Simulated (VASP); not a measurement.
# Pd: relaxation of cell and atoms with PBE

The system is Pd.

```xyz
1
Lattice="0.0000 1.9735 1.9735 1.9735 0.0000 1.9735 1.9735 1.9735 0.0000" Properties=species:S:1:pos:R:3 pbc="T T T"
Pd    0.0000    0.0000    0.0000
```

- Program: VASP 6.6.1
- Task: relaxation of cell and atoms
- Functional: PBE
- Potentials or basis: VASP PAW PBE potentials, release 64 (Pd)
- Cutoff: 600 eV
- k mesh: 19 × 19 × 19
- Occupations: fermi-dirac, width 0.08 eV
- Spin: no spin polarisation
- Dipole correction: no
- Further INCAR settings: ALGO = Normal; EDIFF = 1e-06; IBRION = 2; EDIFFG = -0.005; NSW = 60; ISIF = 3

* Relaxed volume: 15.32 Å³/atom
* Relaxed cell: a = 2.788 Å, b = 2.788 Å, c = 2.788 Å, α = 60.00°, β = 60.00°, γ = 60.00°
* Space group after relaxing (to 0.05 Å): Fm-3m (No. 225)
* Energy gained by relaxing: 0.1 meV/atom
* Ionic steps: 3
* Pressure after relaxing: 0.0 GPa
* Band gap on the k mesh: zero (band 5 reaches 9.41 eV, above the bottom of band 6 at 7.94 eV)

Final structure:
```
Pd
1.0
     0.00000    1.97131    1.97131
     1.97131    0.00000    1.97131
     1.97131    1.97131    0.00000
Pd
1
Direct
  0.00000 0.00000 0.00000
```

Levels at points of the mesh, in eV from the Fermi level:
| k point | band 3 | band 4 | band 5 | band 6 | band 7 | band 8 |
| --- | --- | --- | --- | --- | --- | --- |
| (0.00, 0.00, 0.00) | -2.69 | -2.69 | -1.18 | -1.18 | 17.14 | 21.70 |

It took 22 s on 1 thread of Intel(R) Xeon(R) Platinum 8559C (Emerald Rapids), with other jobs on the host, peak memory 0.17 GiB.
